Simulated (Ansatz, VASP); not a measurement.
ScB2P3: VASP beside Ansatz

```
Sc B P
1.0
     3.42378    0.00000    0.00000
     0.00000    3.42378    0.00000
     0.00000    0.00000    6.55823
Sc B P
1 2 3
Direct
  0.50000 0.50000 0.00000
  0.50000 0.00000 0.66819
  0.00000 0.50000 0.33181
  0.50000 0.00000 0.35579
  0.00000 0.50000 0.64421
  0.00000 0.00000 0.00000
```

Change from the starting cell: species swapped into the Hf2Sb3Pd type (P-4m2, No. 115).

Alike in both runs: functional PBE; k mesh 5 × 5 × 2; occupations gaussian, width 0.2 eV; no spin polarisation.

Ansatz relaxed the structure, and its values are those at the end. VASP's run is a single point on that final structure, the one shown.

|  | VASP | Ansatz |
| --- | --- | --- |
| version | VASP 6.6.1 | Ansatz 0.2.0 |
| potentials or method | VASP PAW PBE potentials, release 64 (Sc_sv, B, P), cutoff 500 eV | scalar-relativistic, plane waves, PAW |
| valence electrons in the cell | 32 | 32 |

VASP gave:

```
gap on the k mesh at the Fermi level (eV) : none
pressure (GPa)                            : 0.0
rms of the force components (eV/Å)        : 0.002
```

What did Ansatz give for the same quantities?

gap on the k mesh at the Fermi level (eV): none; pressure (GPa): -0.1; rms of the force components (eV/Å): 0.007.

A gap of «none» marks a metal or a gap that the smearing closes.

The k mesh is coarse, so the values compare programs but aren't converged.
